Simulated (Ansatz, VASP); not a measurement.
**BaRhO3: VASP beside Ansatz**

INCAR

```
PREC = Accurate
ENCUT = 520
EDIFF = 1E-6
ISMEAR = 0
SIGMA = 0.1
LREAL = False
LASPH = True
NELM = 80
ALGO = Normal
ISIF = 2
LWAVE = False
LCHARG = True
GGA = CA
LELF = True
LVHAR = True
NBANDS = 30
```

The input KPOINTS:

```
Automatic mesh
0
Gamma
  6 6 6
```

The input POSCAR:

```
BaRhO3
1.0
    4.1483355868      0.0000000000      0.0000000000
    0.0000000000      4.1483355868      0.0000000000
    0.0000000000      0.0000000000      4.1483355868
Ba Rh O
1 1 3
Direct
    0.0000000000      0.0000000000      0.0000000000
    0.5000000000      0.5000000000      0.5000000000
    0.5000000000      0.0000000000      0.5000000000
    0.0000000000      0.5000000000      0.5000000000
    0.5000000000      0.5000000000      0.0000000000
```

Input for Ansatz:

```yaml
crystal:
  lattice:
    - [4.148335586768543, 0.0, 0.0]
    - [0.0, 4.148335586768543, 0.0]
    - [0.0, 0.0, 4.148335586768543]
  atoms:
    - { symbol: Ba, position: [0.0, 0.0, 0.0] }
    - { symbol: Rh, position: [0.5, 0.5, 0.5] }
    - { symbol: O, position: [0.5, 0.0, 0.5] }
    - { symbol: O, position: [0.0, 0.5, 0.5] }
    - { symbol: O, position: [0.5, 0.5, 0.0] }
basis:
  ecutwfc: 500.0
kpoints:
  mp_grid:
    grid: [6, 6, 6]
hamiltonian:
  xc: lda
scf:
  occupations:
    method: gaussian
    width: 0.1
output:
  stress: true
```

Alike in both runs: task single point; functional LDA; k mesh 6 × 6 × 6; occupations gaussian, width 0.1 eV; no spin polarisation.

|  | VASP | Ansatz |
| --- | --- | --- |
| version | VASP 6.6.1 | Ansatz 0.2.0 |
| potentials or method | VASP PAW LDA potentials, release 64 (Ba_sv, Rh_pv, O), cutoff 520 eV | plane waves, PAW |
| valence electrons in the cell | 43 | 45 |

```csv
,VASP,Ansatz,Ansatz less VASP
pressure (GPa),-17.9,-19.2,-1.33
```

LDA's correlation is that of Perdew and Zunger in VASP and of Perdew and Wang (1992) in Ansatz. VASP's potentials hold 43 valence electrons a cell and Ansatz's 45, so a difference there can come from the potentials and not from the codes.

Neither program's run includes spin-orbit coupling.
